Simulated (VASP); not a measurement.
# ZrS2 (P-3m1) in VASP: notebook, part 2 of 2

VASP 6.6.1.

**4. Single point, LDA**

This run uses another cell than the first one, of 20.25 Å³/atom, 1.034 times its volume.

The input, INCAR:

```
  ALGO = Normal
  EDIFF = 1E-6
  ENCUT = 500
  GGA_COMPAT = False
  ISIF = 2
  ISMEAR = 0
  LASPH = True
  LCHARG = True
  LELF = True
  LREAL = False
  LVHAR = True
  LWAVE = False
  NBANDS = 19
  NELM = 120
  PREC = Accurate
  SIGMA = 0.01
```

The input, KPOINTS:

```
k-points
0
Gamma
  5 5 3
```

The input, POSCAR:

```
ZrS2
1.0
    3.5746852589      0.0000000000      0.0000000000
   -1.7873426294      3.0957682447      0.0000000000
    0.0000000000      0.0000000000      5.4882394545
Zr S
1 2
Direct
    0.0000000000      0.0000000000      0.0000000000
    0.6666666667      0.3333333333      0.7354588514
    0.3333333333      0.6666666667      0.2645411486
```

Potentials or basis: VASP PAW LDA potentials, release 64 (Zr_sv, S).

Run with:

```sh
> cat potpaw_LDA.64/Zr_sv/POTCAR potpaw_LDA.64/S/POTCAR > POTCAR
> mpirun -np 1 vasp_std > vasp.out
```

OUTCAR:

```text
EDIFF = 1E-6
   ENCUT = 500
   ISIF = 2
   ISMEAR = 0
   LASPH = True
   LREAL = False
   NELM = 120
   PREC = Accurate

 ion  position               nearest neighbor table
   1  0.000  0.000  0.000-   2 2.52   3 2.52   3 2.52   2 2.52   2 2.52   3 2.52
   2  0.667  0.333  0.735-   1 2.52   1 2.52   1 2.52
   3  0.333  0.667  0.265-   1 2.52   1 2.52   1 2.52

  LATTYP: Found a hexagonal cell.
 ALAT       =     3.5746852589
 C/A-ratio  =     1.5353070430

  Lattice vectors:

 A1 = (   3.5746852589,   0.0000000000,   0.0000000000)
 A2 = (  -1.7873426294,   3.0957682447,   0.0000000000)
 A3 = (   0.0000000000,   0.0000000000,   5.4882394545)

Analysis of symmetry for initial positions (statically):
=====================================================================
 Subroutine PRICEL returns:
 Original cell was already a primitive cell.

 Routine SETGRP: Setting up the symmetry group for a
 hexagonal supercell.

 Subroutine GETGRP returns: Found 12 space group operations
 (whereof 12 operations were pure point group operations)
 out of a pool of 24 trial point group operations.

The static configuration has the point symmetry D_3d.

Analysis of symmetry for dynamics (positions and initial velocities):
=====================================================================
 Subroutine PRICEL returns:
 Original cell was already a primitive cell.

 Routine SETGRP: Setting up the symmetry group for a
 hexagonal supercell.

 Subroutine GETGRP returns: Found 12 space group operations
 (whereof 12 operations were pure point group operations)
 out of a pool of 24 trial point group operations.

The dynamic configuration has the point symmetry D_3d.

 Subroutine INISYM returns: Found 12 space group operations
 (whereof 12 operations are pure point group operations),
 and found     1 'primitive' translations

----------------------------------------------------------------------------------------

                                     Primitive cell

  volume of cell :      60.7350

  direct lattice vectors                    reciprocal lattice vectors
     3.574685259  0.000000000  0.000000000     0.279744908  0.161510798  0.000000000
    -1.787342629  3.095768245  0.000000000     0.000000000  0.323021596  0.000000000
     0.000000000  0.000000000  5.488239455     0.000000000  0.000000000  0.182207793

  length of vectors
     3.574685259  3.574685259  5.488239455     0.323021596  0.323021596  0.182207793

  position of ions in fractional coordinates (direct lattice)
     0.000000000  0.000000000  0.000000000
     0.666666667  0.333333333  0.735458851
     0.333333333  0.666666667  0.264541149

  ion indices of the primitive-cell ions
   primitive index   ion index
                 1           1
                 2           2
                 3           3

----------------------------------------------------------------------------------------

 KPOINTS: k-points

Automatic generation of k-mesh.
 Grid dimensions read from file:
 generate k-points for:    5    5    3

 Generating k-lattice:

  Cartesian coordinates                     Fractional coordinates (reciprocal lattice)
     0.055948982  0.032302160  0.000000000     0.200000000 -0.000000000  0.000000000
     0.000000000  0.064604319  0.000000000     0.000000000  0.200000000  0.000000000
     0.000000000  0.000000000  0.060735931     0.000000000  0.000000000  0.333333333

  Length of vectors
     0.064604319  0.064604319  0.060735931

  Shift w.r.t. Gamma in fractional coordinates (k-lattice)
     0.000000000  0.000000000  0.000000000

 Subroutine IBZKPT returns following result:
 ===========================================

 Found     12 irreducible k-points:

 Following reciprocal coordinates:
            Coordinates               Weight
  0.000000  0.000000  0.000000      1.000000
  0.200000 -0.000000  0.000000      6.000000
  0.400000 -0.000000  0.000000      6.000000
  0.200000  0.200000  0.000000      6.000000
  0.400000  0.200000  0.000000      6.000000
  0.000000  0.000000  0.333333      2.000000
  0.200000 -0.000000  0.333333      6.000000
  0.000000  0.200000  0.333333      6.000000
  0.400000 -0.000000  0.333333      6.000000
  0.000000  0.400000  0.333333      6.000000
  0.200000  0.200000  0.333333     12.000000
  0.400000  0.200000  0.333333     12.000000
   k-points           NKPTS =     12   k-points in BZ     NKDIM =     12   number of bands    NBANDS=     19
   number of dos      NEDOS =    301   number of ions     NIONS =      3
   total plane-waves  NPLWV =  31360
   dimension x,y,z NGX =    28 NGY =   28 NGZ =   40
   dimension x,y,z NGXF=    56 NGYF=   56 NGZF=   80
   ions per type =               1   2
   NGX,Y,Z   is equivalent  to a cutoff of  13.02, 13.02, 12.12 a.u.
   NGXF,Y,Z  is equivalent  to a cutoff of  26.04, 26.04, 24.23 a.u.
 SYSTEM =  unknown system
   PREC   = accura    normal or accurate (medium, high low for compatibility)
   ISTART =      0    job   : 0-new  1-cont  2-samecut
   ICHARG =      2    charge: 1-file 2-atom 10-const
   ISPIN  =      1    spin polarized calculation?
   LNONCOLLINEAR =      F non collinear calculations
   LSORBIT =      F    spin-orbit coupling
   LASPH  =      T    aspherical Exc in radial PAW
   ENCUT  =  500.0 eV  36.75 Ry    6.06 a.u.   6.52  6.52 10.01*2*pi/ulx,y,z
   NELM   =    120;   NELMIN=  2; NELMDL= -5     # of ELM steps
   EDIFF  = 0.1E-05   stopping-criterion for ELM
   LREAL  =      F    real-space projection
   EDIFFG = 0.1E-04   stopping-criterion for IOM
   NSW    =      0    number of steps for IOM
   IBRION =     -1    ionic relax: 0-MD 1-quasi-New 2-CG
   NFREE  =      0    steps in history (QN), initial steepest desc. (CG)
   ISIF   =      2    stress and relaxation
   ISYM   =      2    0-nonsym 1-usesym 2-fastsym
   POTIM  = 0.5000    time-step for ionic-motion
   TEBEG  =    0.0;   TEEND  =   0.0 temperature during run
   PSTRESS=    0.0 pullay stress
   NELECT =      24.0000    total number of electrons
   NUPDOWN=      -1.0000    fix difference up-down
   EMIN   =  10.00;   EMAX   =-10.00  energy-range for DOS
   EFERMI =   0.00;   METHOD = LEGACY
   ISMEAR =     0;   SIGMA  =   0.01  broadening in eV -4-tet -1-fermi 0-gaus
   EFERMI_NEDOS =   21; number of points for ismear=-14 and -15
   IALGO  =     38    algorithm
   IMIX   =      4    mixing-type and parameters
     AMIX     =   0.40;   BMIX     =  1.00
     AMIX_MAG =   1.60;   BMIX_MAG =  1.00
  volume/ion in A,a.u.               =      20.25       136.62
  Fermi-wavevector in a.u.,A,eV,Ry     =   1.201339  2.270201 19.636129  1.443215
  Thomas-Fermi vector in A             =   2.337150
   LORBIT       =      0    0 simple, 1 ext, 2 COOP (PROOUT), +10 PAW based schemes
   GGA     = CA    functional components
   LHFCALC =     F    Hartree Fock is set to
   AEXX    =    0.0000 exact exchange contribution
   IVDW    =     0    specifies the selected vdW correction
   LEPSILON=     F    determine dielectric tensor
   LRPA    =     F    only Hartree local field effects (RPA)
 non-spin polarized calculation
 Gauss-broadening in eV      SIGMA  =   0.01
  energy-cutoff  :      500.00
  volume of cell :       60.74
 maximum number of plane-waves:      1580
 NGX is ok and might be reduce to    28
   NGX = 13   NGY = 13   NGZ = 21

 number of electron      23.9999998 magnetization

 Free energy of the ion-electron system (eV)
  ---------------------------------------------------
  ext. energy  EPLUGINS =         0.00000000
  ---------------------------------------------------
  free energy    TOTEN  =       -23.34666415 eV

  energy without entropy =      -23.34666415  energy(sigma->0) =      -23.34666415

 E-fermi :   6.3657     XC(G=0): -10.5338

 val. band max:        6.2170501058   @ k =   0.0000   0.0000   0.0000
 cond. band min:       6.5575833781   @ k =   0.0000   0.4000   0.3333
 fundamental gap:      0.3405332722
 Fermi energy:         6.3656656531

 k-point     1 :       0.0000    0.0000    0.0000
  band No.  band energies     occupation
      1     -42.7012      2.00000
      2     -20.9847      2.00000
      3     -20.7807      2.00000
      4     -20.7807      2.00000
      5      -7.3018      2.00000
      6      -5.3065      2.00000
[... 11 lines left out ...]
     18      11.2769      0.00000
     19      12.0115      0.00000
[... 225 lines left out ...]
      3     -20.9383      2.00000
      4     -20.8965      2.00000
      5      -5.9281      2.00000
      6      -5.4841      2.00000
[... 11 lines left out ...]
     18      13.1963      0.00000
     19      14.4426      0.00000

------------------------ aborting loop because EDIFF is reached ----------------------------------------

  FORCE on cell =-STRESS in cart. coord.  units (eV):
  Direction    XX          YY          ZZ          XY          YZ          ZX
  --------------------------------------------------------------------------------------
  -------------------------------------------------------------------------------------
  Total        0.7893239      0.7893239      0.7901888      0.0000000      0.0000000      0.0000000
  in kB       20.8221952     20.8221952     20.8450124      0.0000000      0.0000000      0.0000000
  external PRESSURE =      20.8298009 kB  Pullay stress =       0.0000000 kB

 VOLUME and BASIS-vectors are now :
 -----------------------------------------------------------------------------
  energy-cutoff  :      500.00
  volume of cell :       60.74
      direct lattice vectors                 reciprocal lattice vectors
     3.574685259  0.000000000  0.000000000     0.279744908  0.161510798  0.000000000
    -1.787342629  3.095768245  0.000000000     0.000000000  0.323021596  0.000000000
     0.000000000  0.000000000  5.488239455     0.000000000  0.000000000  0.182207793

 POSITION                                       TOTAL-FORCE (eV/Angst)
 -----------------------------------------------------------------------------------
      0.00000      0.00000      0.00000        -0.000000      0.000000      0.000000
      1.78734      1.03192      4.03637         0.000000     -0.000000     -0.023130
     -0.00000      2.06385      1.45187        -0.000000      0.000000      0.023130
 -----------------------------------------------------------------------------------
    total drift:                                0.000000     -0.000000      0.000000

  FREE ENERGIE OF THE ION-ELECTRON SYSTEM (eV)
  ---------------------------------------------------
  free  energy   TOTEN  =       -23.3466641472 eV

  energy  without entropy=      -23.3466641472  energy(sigma->0) =      -23.34666415
```

stdout:

```text
POSCAR found type information on POSCAR ZrS
 POSCAR found :  2 types and       3 ions
 scaLAPACK will be used
 LDA part: xc-table for (Slater(with rela. corr.)+CA(PZ))
 , standard interpolation
 POSCAR, INCAR and KPOINTS ok, starting setup
 FFT: planning ... GRIDC
 FFT: planning ... GRID_SOFT
 FFT: planning ... GRID
 WAVECAR not read
 entering main loop
```

Wall time 15 s (1 thread of Intel Xeon 6975P-C, shared host); peak memory 0.15 GiB.

Results:

* Free energy: -23.3467 eV
* Pressure: 2.1 GPa
* Largest force: 0.023 eV/Å
* Band gap on the k mesh: 0.34 eV, indirect (least direct gap 1.11 eV)

Forces on the atoms (eV/Å):
```
Zr   0.000  0.000  0.000
S    0.000  0.000 -0.023
S    0.000  0.000  0.023
```

**5. Single point, LDA**

This run uses another cell than the first one, of 21.20 Å³/atom, 1.082 times its volume.

The input, INCAR:

```
SYSTEM = ZrS2
PREC     = Accurate       ! precision mode
ENCUT    = 500            ! plane-wave cutoff, eV
EDIFF    = 1E-6           ! SCF threshold, eV
ISMEAR   = 0              ! smearing method
SIGMA    = 0.01           ! smearing width, eV
LREAL    = .FALSE.        ! projectors in reciprocal space
LASPH    = .TRUE.         ! aspherical terms in the spheres
NELM     = 120            ! most SCF steps
ALGO     = Normal         ! electronic algorithm
ISIF     = 2              ! what is computed and relaxed
LWAVE    = .FALSE.        ! write WAVECAR
LCHARG   = .TRUE.         ! write CHGCAR
GGA      = CA             ! functional
LELF     = .TRUE.         ! ELF
LVHAR    = .TRUE.       
NBANDS   = 19             ! bands
GGA_COMPAT= .FALSE.
```

The input, KPOINTS:

```
regular mesh
0
G
  5 5 3
  0 0 0
```

The input, POSCAR:

```
ZrS2
1.0
    3.6066162442      0.0000000000      0.0000000000
   -1.8033081221      3.1234212891      0.0000000000
    0.0000000000      0.0000000000      5.6458593035
Zr S
1 2
Direct
    0.0000000000      0.0000000000      0.0000000000
    0.6666666667      0.3333333333      0.7442310221
    0.3333333333      0.6666666667      0.2557689779
```

Potentials or basis: VASP PAW LDA potentials, release 64 (Zr_sv, S).

Run with:

```sh
> cat potpaw_LDA.64/Zr_sv/POTCAR potpaw_LDA.64/S/POTCAR > POTCAR
> mpirun -np 1 vasp_std > vasp.out
```

OUTCAR:

```text
SYSTEM = ZrS2
   PREC = Accurate
   ENCUT = 500
   EDIFF = 1E-6
   ISMEAR = 0
   LREAL = .FALSE.
   LASPH = .TRUE.
   NELM = 120
   ISIF = 2
   GGA = CA

 ion  position               nearest neighbor table
   1  0.000  0.000  0.000-   2 2.53   3 2.53   3 2.53   2 2.53   2 2.53   3 2.53
   2  0.667  0.333  0.744-   1 2.53   1 2.53   1 2.53
   3  0.333  0.667  0.256-   1 2.53   1 2.53   1 2.53

  LATTYP: Found a hexagonal cell.
 ALAT       =     3.6066162442
 C/A-ratio  =     1.5654172557

  Lattice vectors:
[... 441 lines left out ...]

  FORCE on cell =-STRESS in cart. coord.  units (eV):
  Direction    XX          YY          ZZ          XY          YZ          ZX
  --------------------------------------------------------------------------------------
  -------------------------------------------------------------------------------------
  Total        0.0245802      0.0245802      0.0229368      0.0000000      0.0000000      0.0000000
  in kB        0.6192069      0.6192069      0.5778079      0.0000000      0.0000000      0.0000000
  external PRESSURE =       0.6054073 kB  Pullay stress =       0.0000000 kB

 VOLUME and BASIS-vectors are now :
 -----------------------------------------------------------------------------
  energy-cutoff  :      500.00
  volume of cell :       63.60
      direct lattice vectors                 reciprocal lattice vectors
     3.606616244  0.000000000  0.000000000     0.277268202  0.160080871  0.000000000
    -1.803308122  3.123421289  0.000000000     0.000000000  0.320161742  0.000000000
     0.000000000  0.000000000  5.645859303     0.000000000  0.000000000  0.177120956

 POSITION                                       TOTAL-FORCE (eV/Angst)
 -----------------------------------------------------------------------------------
      0.00000      0.00000      0.00000        -0.000000     -0.000000      0.000000
      1.80331      1.04114      4.20182         0.000000     -0.000000     -0.021004
     -0.00000      2.08228      1.44404        -0.000000      0.000000      0.021004
 -----------------------------------------------------------------------------------
    total drift:                                0.000000     -0.000000      0.000000

  FREE ENERGIE OF THE ION-ELECTRON SYSTEM (eV)
  ---------------------------------------------------
  free  energy   TOTEN  =       -23.3634804237 eV

  energy  without entropy=      -23.3634804237  energy(sigma->0) =      -23.36348042
```

stdout:

```text
POSCAR found type information on POSCAR ZrS
 POSCAR found :  2 types and       3 ions
 scaLAPACK will be used
 LDA part: xc-table for (Slater(with rela. corr.)+CA(PZ))
 , standard interpolation
 POSCAR, INCAR and KPOINTS ok, starting setup
 FFT: planning ... GRIDC
 FFT: planning ... GRID_SOFT
 FFT: planning ... GRID
 WAVECAR not read
 entering main loop
```

It took 15 s on 1 thread of Intel Xeon 6975P-C, shared host; peak memory 0.15 GiB.

What came out:

```yaml
Free_energy: -23.3635 eV
Pressure: 0.1 GPa
Largest_force: 0.021 eV/Å
Band_gap_on_the_k_mesh: 0.59 eV, indirect (least direct gap 1.26 eV)
```

Forces on the atoms (eV/Å):
```
Zr   0.000  0.000  0.000
S    0.000  0.000 -0.021
S    0.000  0.000  0.021
```

Levels at points of the mesh, in eV from the valence-band top:
```
           k point  band 9  band 10  band 11  band 12  band 13  band 14  band 15  band 16
(0.00, 0.00, 0.00)   -3.13    -0.26    -0.26     0.00     1.26     1.26     1.99     4.65
```

**6. The runs side by side**

| cell | gap on the mesh (eV) | pressure (GPa) | largest force (eV/Å) |
| --- | --- | --- | --- |
| a = 3.547, b = 3.547, c = 5.394 Å, angles 90.0, 90.0, 120.0°, 3 atoms | 0.16 | 4.1 | 0.02 |
| a = 3.521, b = 3.521, c = 5.327 Å, angles 90.0, 90.0, 120.0°, 3 atoms | 0.02 | 6.1 | 0.03 |
| a = 3.575, b = 3.575, c = 5.488 Å, angles 90.0, 90.0, 120.0°, 3 atoms | 0.34 | 2.1 | 0.02 |
| a = 3.607, b = 3.607, c = 5.646 Å, angles 90.0, 90.0, 120.0°, 3 atoms | 0.59 | 0.1 | 0.02 |

Alike in all rows: task single point; level LDA; potentials or basis VASP PAW LDA potentials, release 64 (Zr_sv, S); no spin polarisation; k mesh 5 × 5 × 3; cutoff (eV) 500; smearing gaussian 0.01 eV.

Total energies depend on the potentials used, so only differences within one code and one set of settings carry meaning.
